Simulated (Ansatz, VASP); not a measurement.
# One calculation of NaH, two programs

Contents of INCAR:

```
PREC = Accurate
ENCUT = 520
EDIFF = 1E-6
ISMEAR = -1
SIGMA = 0.05
LREAL = F
LASPH = T
NELM = 100
ALGO = Normal
ISIF = 2
LWAVE = F
LCHARG = F
GGA = CA
NBANDS = 11
```

File KPOINTS:

```
Automatic mesh
0
Gamma
  9 9 9
```

File POSCAR:

```
NaH
1.0
    0.0000000000      2.4400000000      2.4400000000
    2.4400000000      0.0000000000      2.4400000000
    2.4400000000      2.4400000000      0.0000000000
Na H
1 1
Direct
    0.0000000000      0.0000000000      0.0000000000
    0.5000000000      0.5000000000      0.5000000000
```

input.yaml

```yaml
crystal:
  lattice:
    - [0.0, 2.44, 2.44]
    - [2.44, 0.0, 2.44]
    - [2.44, 2.44, 0.0]
  atoms:
    - { symbol: Na, position: [0.0, 0.0, 0.0] }
    - { symbol: H, position: [0.5, 0.5, 0.5] }
kpoints:
  mp_grid: { grid: [9, 9, 9] }
  band_path:
    path:
      - [0.0, 0.0, 0.0]
      - [0.5, 0.0, 0.5]
      - [0.5, 0.25, 0.75]
      - [0.375, 0.375, 0.75]
      - [0.0, 0.0, 0.0]
      - [0.5, 0.5, 0.5]
      - [0.625, 0.25, 0.625]
      - [0.5, 0.25, 0.75]
    npoints: 12
scf:
  occupations: { method: fermi_dirac, width: 0.05 }
hamiltonian:
  xc: lda
  pseudopotentials: { kind: all_electron, lapw: { basis_error: 0.001 } }
output:
  forces: true
  stress: true
  eigenvalues: true
```

Alike in both runs: functional LDA; k mesh 9 × 9 × 9; occupations fermi-dirac, width 0.05 eV; no spin polarisation.

|  | VASP | Ansatz |
| --- | --- | --- |
| version | VASP 6.6.1 | Ansatz 0.2.0 |
| potentials or method | VASP PAW LDA potentials, release 64 (Na_pv, H), cutoff 520 eV | all-electron LAPW, scalar-relativistic |
| task | single point | band structure |

VASP gave:

* gap on the k mesh at the Fermi level (eV): 3.67
* pressure (GPa): -2.7

**Question.** Estimate Ansatz's values.

**Answer.** gap on the k mesh at the Fermi level (eV): 3.67; pressure (GPa): -2.6.

LDA's correlation is that of Perdew and Zunger in VASP and of Perdew and Wang (1992) in Ansatz. Ansatz ran all-electron here, and VASP with PAW potentials.
